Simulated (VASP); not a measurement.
**Fe: single point with PBEsol**

Fe:

```
Fe
1.0
     0.00000    2.78529    0.00000
     2.78529    0.00000    0.00000
     2.78529    2.78529   -2.78529
Fe
2
Cartesian
  0.0000 0.0000 0.0000
  1.3926 1.3926 -1.3926
```

```
Program                : VASP 6.6.1
Task                   : single point
Functional             : PBEsol
Potentials or basis    : VASP PAW PBE potentials, release 64 (Fe)
Cutoff                 : 520 eV
k mesh                 : 20 × 20 × 10
Occupations            : gaussian, width 0.05 eV
Spin                   : collinear spin, antiferromagnetic start
Starting moments       : [2.5, -2.5] μB
Dipole correction      : no
Further INCAR settings : ALGO = Normal; EDIFF = 1e-06; NBANDS = 19
```

```json
{"Pressure": "-9.1 GPa", "Band gap on the k mesh": "zero (filled and empty bands overlap)", "Net moment": "0.00 μB per cell", "Site moments": "Fe +1.24, -1.24 μB", "Valence electrons inside the program's atomic spheres": "Fe 7.38"}
```

Levels at points of the mesh, in eV from the Fermi level:
Spin up:
| k point | band 4 | band 5 | band 6 | band 7 | band 8 | band 9 | band 10 | band 11 | band 12 | band 13 |
| --- | --- | --- | --- | --- | --- | --- | --- | --- | --- | --- |
| (0.00, 0.00, 0.00) | -1.83 | -1.83 | -1.83 | 0.04 | 0.04 | 1.08 | 1.08 | 1.08 | 10.22 | 10.22 |
| (0.50, 0.00, 0.00) | -3.06 | -0.60 | -0.42 | 0.34 | 0.37 | 0.37 | 1.00 | 1.35 | 1.35 | 8.23 |
| (0.00, 0.00, 0.50) | -1.75 | -1.75 | -1.69 | -0.92 | -0.84 | -0.84 | 0.10 | 0.50 | 1.81 | 17.81 |
| (0.50, 0.50, 0.50) | -2.64 | -2.64 | -2.64 | -0.56 | -0.56 | 1.04 | 1.04 | 9.12 | 9.12 | 9.12 |
Spin down:
| k point | band 5 | band 6 | band 7 | band 8 | band 9 | band 10 | band 11 | band 12 |
| --- | --- | --- | --- | --- | --- | --- | --- | --- |
| (0.00, 0.00, 0.00) | -1.83 | -1.83 | 0.04 | 0.04 | 1.08 | 1.08 | 1.08 | 10.22 |
| (0.50, 0.00, 0.00) | -0.60 | -0.42 | 0.34 | 0.37 | 0.37 | 1.00 | 1.35 | 1.35 |
| (0.00, 0.00, 0.50) | -1.75 | -1.69 | -0.92 | -0.84 | -0.84 | 0.10 | 0.50 | 1.81 |
| (0.50, 0.50, 0.50) | -2.64 | -2.64 | -0.56 | -0.56 | 1.04 | 1.04 | 9.12 | 9.12 |

Run time: 73 s on 1 thread of Intel(R) Xeon(R) Platinum 8488C (Sapphire Rapids), with other jobs on the host, peak memory 0.23 GiB.

Caveat: the PAW data sets were made with another functional, which shifts forces and pressure a little.
